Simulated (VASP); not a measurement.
# AlRu (Pm-3m) in VASP: further runs

The runs below take AlRu through single point, relaxation of cell and atoms, with LDA.

Program: VASP 6.6.1. These are calculated values, not measurements. Logs are shortened: lines on timing, memory, paths and dates and some standing lists are left out, and cuts for length are marked.

**1. The cell of the first run**

The structure is cubic, space group Pm-3m (No. 221). Conventional cell: a = 2.992 Å, b = 2.992 Å, c = 2.992 Å, α = 90.00°, β = 90.00°, γ = 90.00°. Al (site symmetry m-3m) has 8 Ru at 2.59 Å and 6 Al at 2.99 Å within 3.4 Å. Within 3.4 Å of Ru (site symmetry m-3m) lie 8 Al at 2.59 Å and 6 Ru at 2.99 Å.

**2. Single point, LDA**

File INCAR:

```
ALGO = Normal
EDIFF = 1E-7
ENCUT = 520
GGA = CA
ISIF = 2
ISMEAR = 0
LASPH = True
LCHARG = False
LREAL = False
LWAVE = False
NBANDS = 16
NELM = 100
PREC = Accurate
SIGMA = 0.1
```

File KPOINTS:

```
k-points
0
Gamma
  6 6 6
```

File POSCAR:

```
AlRu
1.0
    2.9916000000      0.0000000000      0.0000000000
    0.0000000000      2.9916000000      0.0000000000
    0.0000000000      0.0000000000      2.9916000000
Al Ru
1 1
Direct
    0.0000000000      0.0000000000      0.0000000000
    0.5000000000      0.5000000000      0.5000000000
```

Potentials or basis: VASP PAW LDA potentials, release 64 (Al, Ru_pv).

The run is started by

```console
$ cat potpaw_LDA.64/Al/POTCAR potpaw_LDA.64/Ru_pv/POTCAR > POTCAR
$ mpirun -np 1 vasp_std > vasp.out
```

OUTCAR:

```text
EDIFF = 1E-7
   ENCUT = 520
   GGA = CA
   ISIF = 2
   ISMEAR = 0
   LASPH = True
   LREAL = False
   NELM = 100
   PREC = Accurate

 ion  position               nearest neighbor table
   1  0.000  0.000  0.000-   2 2.59   2 2.59   2 2.59   2 2.59   2 2.59   2 2.59   2 2.59   2 2.59

   2  0.500  0.500  0.500-   1 2.59   1 2.59   1 2.59   1 2.59   1 2.59   1 2.59   1 2.59   1 2.59

  LATTYP: Found a simple cubic cell.
 ALAT       =     2.9916000000

  Lattice vectors:

 A1 = (   2.9916000000,   0.0000000000,   0.0000000000)
 A2 = (   0.0000000000,   2.9916000000,   0.0000000000)
 A3 = (   0.0000000000,   0.0000000000,   2.9916000000)

Analysis of symmetry for initial positions (statically):
=====================================================================
 Subroutine PRICEL returns:
 Original cell was already a primitive cell.

 Routine SETGRP: Setting up the symmetry group for a
 simple cubic supercell.

 Subroutine GETGRP returns: Found 48 space group operations
 (whereof 48 operations were pure point group operations)
 out of a pool of 48 trial point group operations.

The static configuration has the point symmetry O_h .

Analysis of symmetry for dynamics (positions and initial velocities):
=====================================================================
 Subroutine PRICEL returns:
 Original cell was already a primitive cell.

 Routine SETGRP: Setting up the symmetry group for a
 simple cubic supercell.

 Subroutine GETGRP returns: Found 48 space group operations
 (whereof 48 operations were pure point group operations)
 out of a pool of 48 trial point group operations.

The dynamic configuration has the point symmetry O_h .

 Subroutine INISYM returns: Found 48 space group operations
 (whereof 48 operations are pure point group operations),
 and found     1 'primitive' translations

----------------------------------------------------------------------------------------

                                     Primitive cell

  volume of cell :      26.7738

  direct lattice vectors                    reciprocal lattice vectors
     2.991600000  0.000000000  0.000000000     0.334269287  0.000000000  0.000000000
     0.000000000  2.991600000  0.000000000     0.000000000  0.334269287  0.000000000
     0.000000000  0.000000000  2.991600000     0.000000000  0.000000000  0.334269287

  length of vectors
     2.991600000  2.991600000  2.991600000     0.334269287  0.334269287  0.334269287

[... 75 lines left out ...]
   EDIFF  = 0.1E-06   stopping-criterion for ELM
   LREAL  =      F    real-space projection
   EDIFFG = 0.1E-05   stopping-criterion for IOM
   NSW    =      0    number of steps for IOM
   IBRION =     -1    ionic relax: 0-MD 1-quasi-New 2-CG
   NFREE  =      0    steps in history (QN), initial steepest desc. (CG)
   ISIF   =      2    stress and relaxation
   ISYM   =      2    0-nonsym 1-usesym 2-fastsym
   POTIM  = 0.5000    time-step for ionic-motion
   TEBEG  =    0.0;   TEEND  =   0.0 temperature during run
   PSTRESS=    0.0 pullay stress
   NELECT =      17.0000    total number of electrons
   NUPDOWN=      -1.0000    fix difference up-down
   EMIN   =  10.00;   EMAX   =-10.00  energy-range for DOS
   EFERMI =   0.00;   METHOD = LEGACY
   ISMEAR =     0;   SIGMA  =   0.10  broadening in eV -4-tet -1-fermi 0-gaus
   EFERMI_NEDOS =   21; number of points for ismear=-14 and -15
   IALGO  =     38    algorithm
   IMIX   =      4    mixing-type and parameters
     AMIX     =   0.40;   BMIX     =  1.00
     AMIX_MAG =   1.60;   BMIX_MAG =  1.00
  volume/ion in A,a.u.               =      13.39        90.34
  Fermi-wavevector in a.u.,A,eV,Ry     =   1.407087  2.659009 26.938090  1.979894
  Thomas-Fermi vector in A             =   2.529382
   LORBIT       =      0    0 simple, 1 ext, 2 COOP (PROOUT), +10 PAW based schemes
   GGA     = CA    functional components
   LHFCALC =     F    Hartree Fock is set to
   AEXX    =    0.0000 exact exchange contribution
   IVDW    =     0    specifies the selected vdW correction
   LEPSILON=     F    determine dielectric tensor
   LRPA    =     F    only Hartree local field effects (RPA)
 non-spin polarized calculation
 Gauss-broadening in eV      SIGMA  =   0.10
  energy-cutoff  :      520.00
  volume of cell :       26.77
 maximum number of plane-waves:       739
 NGX is ok and might be reduce to    24

 number of electron      16.9999995 magnetization

 Free energy of the ion-electron system (eV)
  ---------------------------------------------------
  ext. energy  EPLUGINS =         0.00000000
  ---------------------------------------------------
  free energy    TOTEN  =       -16.16612697 eV

  energy without entropy =      -16.15361441  energy(sigma->0) =      -16.15987069

 E-fermi :  10.3816     XC(G=0): -12.7948

 val. band max:       10.3182750191   @ k =   0.1667   0.1667   0.0000
 cond. band min:      10.3826380350   @ k =   0.3333   0.1667   0.0000
 fundamental gap:      0.0643630160
 Fermi energy:        10.3816022141

 k-point     1 :       0.0000    0.0000    0.0000
  band No.  band energies     occupation
      1     -31.0699      2.00000
      2     -31.0699      2.00000
      3     -31.0699      2.00000
      4       0.8523      2.00000
      5       6.9322      2.00000
      6       6.9322      2.00000
[... 357 lines left out ...]
      3     -31.2324      2.00000
      4       5.8811      2.00000
      5       5.8811      2.00000
      6       5.8811      2.00000
[... 8 lines left out ...]
     15      19.0683      0.00000
     16      22.1035      0.00000

------------------------ aborting loop because EDIFF is reached ----------------------------------------

  FORCE on cell =-STRESS in cart. coord.  units (eV):
  Direction    XX          YY          ZZ          XY          YZ          ZX
  --------------------------------------------------------------------------------------
  -------------------------------------------------------------------------------------
  Total       -1.2872983     -1.2872983     -1.2872983      0.0000000      0.0000000     -0.0000000
  in kB      -77.0334217    -77.0334217    -77.0334217      0.0000000      0.0000000     -0.0000000
  external PRESSURE =     -77.0334217 kB  Pullay stress =       0.0000000 kB

 VOLUME and BASIS-vectors are now :
 -----------------------------------------------------------------------------
  energy-cutoff  :      520.00
  volume of cell :       26.77
      direct lattice vectors                 reciprocal lattice vectors
     2.991600000  0.000000000  0.000000000     0.334269287  0.000000000  0.000000000
     0.000000000  2.991600000  0.000000000     0.000000000  0.334269287  0.000000000
     0.000000000  0.000000000  2.991600000     0.000000000  0.000000000  0.334269287

 POSITION                                       TOTAL-FORCE (eV/Angst)
 -----------------------------------------------------------------------------------
      0.00000      0.00000      0.00000         0.000000      0.000000      0.000000
      1.49580      1.49580      1.49580         0.000000      0.000000      0.000000
 -----------------------------------------------------------------------------------
    total drift:                                0.000000     -0.000000     -0.000000

  FREE ENERGIE OF THE ION-ELECTRON SYSTEM (eV)
  ---------------------------------------------------
  free  energy   TOTEN  =       -16.1661269718 eV

  energy  without entropy=      -16.1536144140  energy(sigma->0) =      -16.15987069
```

OSZICAR:

```text
N       E                     dE             d eps       ncg     rms          rms(c)
DAV:   1     0.115764757829E+03    0.11576E+03   -0.93942E+03   648   0.102E+03
DAV:   2    -0.149228644924E+02   -0.13069E+03   -0.12455E+03   736   0.295E+02
DAV:   3    -0.168390421467E+02   -0.19162E+01   -0.19121E+01   808   0.376E+01
DAV:   4    -0.168518812611E+02   -0.12839E-01   -0.12792E-01   816   0.324E+00
DAV:   5    -0.168520480411E+02   -0.16678E-03   -0.16678E-03   736   0.346E-01    0.123E+01
DAV:   6    -0.162610110634E+02    0.59104E+00   -0.21846E+00   672   0.160E+01    0.221E+00
DAV:   7    -0.161882001520E+02    0.72811E-01   -0.16278E-01   648   0.460E+00    0.202E+00
DAV:   8    -0.161664843860E+02    0.21716E-01   -0.24092E-02   720   0.115E+00    0.195E-01
DAV:   9    -0.161661570235E+02    0.32736E-03   -0.49759E-04   816   0.217E-01    0.125E-01
DAV:  10    -0.161661275622E+02    0.29461E-04   -0.40812E-05   688   0.661E-02    0.763E-03
DAV:  11    -0.161661270308E+02    0.53145E-06   -0.16494E-06   856   0.131E-02    0.477E-03
DAV:  12    -0.161661269718E+02    0.59022E-07   -0.35550E-08   496   0.209E-03
   1 F= -.16166127E+02 E0= -.16159871E+02  d E =-.125126E-01
```

Wall time 6.2 s (1 thread of Intel Xeon 8259CL, shared host); peak memory 0.13 GiB.

Results:

- Free energy: -16.1661 eV
- Pressure: -7.7 GPa

**3. Single point, LDA**

This run uses another cell than the first one, of 12.89 Å³/atom, 0.963 times its volume.

File INCAR:

```
SYSTEM = AlRu
  PREC = Accurate
  ENCUT = 520
  EDIFF = 1E-6
  ISMEAR = 0
  SIGMA = 0.15
  LREAL = .False.
  LASPH = .True.
  NELM = 60
  ALGO = Normal
  ISIF = 2
  LWAVE = .False.
  LCHARG = .False.
  NBANDS = 16
```

File KPOINTS:

```
Automatic mesh
0
Gamma
  12 12 12
  0 0 0
```

File POSCAR:

```
AlRu
1.0
    2.9537571766      0.0000000000      0.0000000000
    0.0000000000      2.9537571766      0.0000000000
    0.0000000000      0.0000000000      2.9537571766
Al Ru
1 1
Direct
    0.0000000000      0.0000000000      0.0000000000
    0.5000000000      0.5000000000      0.5000000000
```

Potentials or basis: VASP PAW LDA potentials, release 64 (Al, Ru_pv).

The run is started by

```console
$ cat potpaw_LDA.64/Al/POTCAR potpaw_LDA.64/Ru_pv/POTCAR > POTCAR
$ mpirun -np 1 vasp_std > vasp.out
```

It took 22 s on 1 thread of Intel Xeon 8259CL, shared host; peak memory 0.15 GiB.

The run converged. Its results:

```
Free energy : -16.1978 eV
Pressure    : 0.5 GPa
```

Levels at points of the mesh, in eV from the Fermi level:
```
           k point  band 5  band 6  band 7  band 8  band 9  band 10  band 11  band 12  band 13  band 14
(0.00, 0.00, 0.00)   -3.80   -3.80    0.20    0.20    0.20     6.22     6.22     6.22    11.27    11.27
(0.50, 0.00, 0.00)   -5.52   -2.96   -1.68   -1.68    0.48     2.42     7.48    11.19    11.19    11.67
(0.50, 0.50, 0.00)   -3.25   -1.36   -1.36   -1.24   -1.24     1.62     5.53     6.63    10.77    11.67
(0.50, 0.50, 0.50)   -4.84   -4.84    1.72    1.72    2.72     4.23     4.23     4.23     8.94     8.94
```

**4. Single point, LDA**

This run uses another cell than the first one, of 12.89 Å³/atom, 0.963 times its volume.

File INCAR:

```
ALGO     = Normal         # electronic algorithm
EDIFF    = 1E-7           # SCF threshold, eV
ENCUT    = 520            # plane-wave cutoff, eV
ISIF     = 2              # what is computed and relaxed
ISMEAR   = 0              # smearing method
LASPH    = T              # aspherical terms in the spheres
LCHARG   = F              # write CHGCAR
LREAL    = F              # projectors in reciprocal space
LWAVE    = F              # write WAVECAR
NBANDS   = 16             # bands
NELM     = 100            # most SCF steps
PREC     = Accurate       # precision mode
SIGMA    = 0.1            # smearing width, eV
```

File KPOINTS:

```
k-points
0
Gamma
  14 14 14
```

POSCAR is that of step 3.

The run is started by

```console
$ cat potpaw_LDA.64/Al/POTCAR potpaw_LDA.64/Ru_pv/POTCAR > POTCAR
$ mpirun -np 1 vasp_std > vasp.out
```

Run time: 42 s. Hardware: 1 thread of Intel Xeon 8259CL, shared host; peak memory 0.17 GiB.

Results (log left out):

```yaml
Free_energy: -16.1813 eV
Pressure: 0.6 GPa
```

Levels at points of the mesh, in eV from the Fermi level:
| k point | band 6 | band 7 | band 8 | band 9 | band 10 | band 11 | band 12 | band 13 |
| --- | --- | --- | --- | --- | --- | --- | --- | --- |
| (0.00, 0.00, 0.00) | -3.80 | 0.20 | 0.20 | 0.20 | 6.21 | 6.21 | 6.21 | 11.26 |
| (0.50, 0.00, 0.00) | -2.96 | -1.69 | -1.69 | 0.48 | 2.41 | 7.47 | 11.18 | 11.18 |
| (0.50, 0.50, 0.00) | -1.36 | -1.36 | -1.24 | -1.24 | 1.61 | 5.52 | 6.63 | 10.77 |
| (0.50, 0.50, 0.50) | -4.84 | 1.71 | 1.71 | 2.72 | 4.23 | 4.23 | 4.23 | 8.94 |

**5. Single point, LDA**

This run uses another cell than the first one: it holds 4 atoms, not 2.

File INCAR:

```
PREC     = Accurate       # precision mode
ENCUT    = 520            # plane-wave cutoff, eV
EDIFF    = 1E-6           # SCF threshold, eV
ISMEAR   = 0              # smearing method
SIGMA    = 0.15           # smearing width, eV
LREAL    = False          # projectors in reciprocal space
LASPH    = True           # aspherical terms in the spheres
NELM     = 60             # most SCF steps
ALGO     = Fast           # electronic algorithm
ISIF     = 2              # what is computed and relaxed
LWAVE    = False          # write WAVECAR
LCHARG   = True           # write CHGCAR
LELF     = True           # ELF
LVHAR    = True         
NBANDS   = 25             # bands
```

File KPOINTS:

```
regular mesh
0
Gamma
  12 12 6
```

File POSCAR:

```
AlRu
1.0
    2.9537571766      0.0000000000      0.0000000000
    0.0000000000      2.9537571766      0.0000000000
    0.0000000000      0.0000000000      5.9075143532
Al Ru
2 2
Direct
    0.0000000000      0.0000000000      0.5000000000
    0.0000000000      0.0000000000      0.0000000000
    0.5000000000      0.5000000000      0.2500000000
    0.5000000000      0.5000000000      0.7500000000
```

The run is started by

```console
$ cat potpaw_LDA.64/Al/POTCAR potpaw_LDA.64/Ru_pv/POTCAR > POTCAR
$ mpirun -np 1 vasp_std > vasp.out
```

It took 2.9 min on 1 thread of Intel Xeon 8259CL, shared host; peak memory 0.24 GiB.

It converged, with:

```
Free energy            : -32.3956 eV
Pressure               : 0.6 GPa
Band gap on the k mesh : zero (band 17 reaches 13.04 eV, above the bottom of band 18 at 9.68 eV)
```

Levels at points of the mesh, in eV from the Fermi level:
| k point | band 13 | band 14 | band 15 | band 16 | band 17 | band 18 | band 19 | band 20 | band 21 | band 22 |
| --- | --- | --- | --- | --- | --- | --- | --- | --- | --- | --- |
| (0.00, 0.00, 0.00) | -1.68 | -1.68 | 0.20 | 0.20 | 0.20 | 0.48 | 2.42 | 6.22 | 6.22 | 6.22 |
| (0.50, 0.00, 0.00) | -1.68 | -1.36 | -1.36 | -1.24 | -1.24 | 0.48 | 1.62 | 2.42 | 5.53 | 6.63 |
| (0.50, 0.50, 0.00) | -1.36 | -1.24 | -1.24 | 1.62 | 1.72 | 1.72 | 2.72 | 4.23 | 4.23 | 4.23 |
| (0.00, 0.00, 0.50) | -0.89 | -0.89 | -0.89 | -0.89 | 0.34 | 0.34 | 3.23 | 3.23 | 8.22 | 8.22 |
| (0.50, 0.00, 0.50) | -1.65 | -1.65 | -1.47 | -1.47 | -0.48 | -0.48 | 2.25 | 2.25 | 7.61 | 7.61 |
| (0.50, 0.50, 0.50) | -1.45 | -1.45 | 1.67 | 1.67 | 1.98 | 1.98 | 1.98 | 1.98 | 4.76 | 4.76 |

(Continued in part 2 of 2.)
